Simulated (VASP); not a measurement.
CaPb3, 4 atoms in the cell. Symmetry: Pm-3m, No. 221, cubic system. The conventional cell has a = 4.850 Å, b = 4.850 Å, c = 4.850 Å, α = 90.00°, β = 90.00°, γ = 90.00°. Within 4.5 Å of Ca (site symmetry m-3m) lie 12 Pb at 3.43 Å. Within 4.5 Å of Pb (site symmetry 4/mmm) lie 4 Ca at 3.43 Å and 8 Pb at 3.43 Å. 

* Program: VASP 6.6.1
* Task: relaxation of cell and atoms
* Functional: PBEsol
* Potentials or basis: VASP PAW PBE potentials, release 64 (Ca_sv, Pb_d)
* Cutoff: 600 eV
* k mesh: 4 × 4 × 4
* Occupations: gaussian, width 0.2984 eV
* Spin: no spin polarisation
* Dipole correction: no
* Further INCAR settings: ALGO = Normal; EDIFF = 1e-06; IBRION = 2; EDIFFG = -0.01; NSW = 60; ISIF = 3

Potentials or basis: VASP PAW PBE potentials, release 64 (Ca_sv, Pb_d).

The run is started by

```bash
$ cat potpaw_PBE.64/Ca_sv/POTCAR potpaw_PBE.64/Pb_d/POTCAR > POTCAR
$ mpirun -np 1 vasp_std > vasp.out
```

Hardware: 1 thread of AMD EPYC 9R45 96-Core Processor (Zen 5) (shared host).

**Question.** How long does it take, and how much memory?

**Answer.** Wall time 58 s on 1 thread of AMD EPYC 9R45 96-Core Processor (Zen 5), with other jobs on the host, peak memory 0.23 GiB. Counts: scf iterations 29, k points 10, ion steps 3.
